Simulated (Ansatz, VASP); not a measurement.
## Two plane-wave programs on Fe3CoGe4

```
CELL_PARAMETERS angstrom
5.99184 -1.96146 0.00370
5.99184 1.96146 0.00370
-1.24928 0.00000 4.73085
ATOMIC_POSITIONS crystal
Fe 0.00000 0.00000 0.00000
Fe 0.79363 0.79363 0.63911
Fe 0.20637 0.20637 0.36089
Co 0.00000 0.00000 0.50000
Ge 0.18430 0.18430 0.84317
Ge 0.81570 0.81570 0.15683
Ge 0.42914 0.42914 0.69756
Ge 0.57086 0.57086 0.30244
```

Alike in both runs: functional PBE; k mesh 6 × 6 × 4; occupations gaussian, width 0.1 eV; collinear spin.

Ansatz relaxed the structure, and its values are those at the end. VASP's run is a single point on that final structure, the one shown.

|  | VASP | Ansatz |
| --- | --- | --- |
| version | VASP 6.6.1 | Ansatz 0.2.0 |
| potentials or method | VASP PAW PBE potentials, release 64 (Fe, Co, Ge_d), cutoff 520 eV | scalar-relativistic, plane waves, PAW |
| valence electrons in the cell | 89 | 121 |

```tsv
	VASP	Ansatz	Ansatz less VASP
gap on the k mesh at the Fermi level (eV)	none	none	-
pressure (GPa)	0.1	0.1	-0.05
rms of the force components (eV/Å)	0.009	0.010	+0.0003
net moment per atom (μB)	0.78	0.78	+0.003
size of the moment on the site where the two differ most (μB)	0.70	0.72	+0.024
```

Site moments also hang on the region over which each program counts them. A gap of «none» marks a metal or a gap that the smearing closes. The functional is the same, so the differences come from potentials, cutoffs and numerics. VASP's potentials hold 89 valence electrons a cell and Ansatz's 121, so a difference there can come from the potentials and not from the codes.
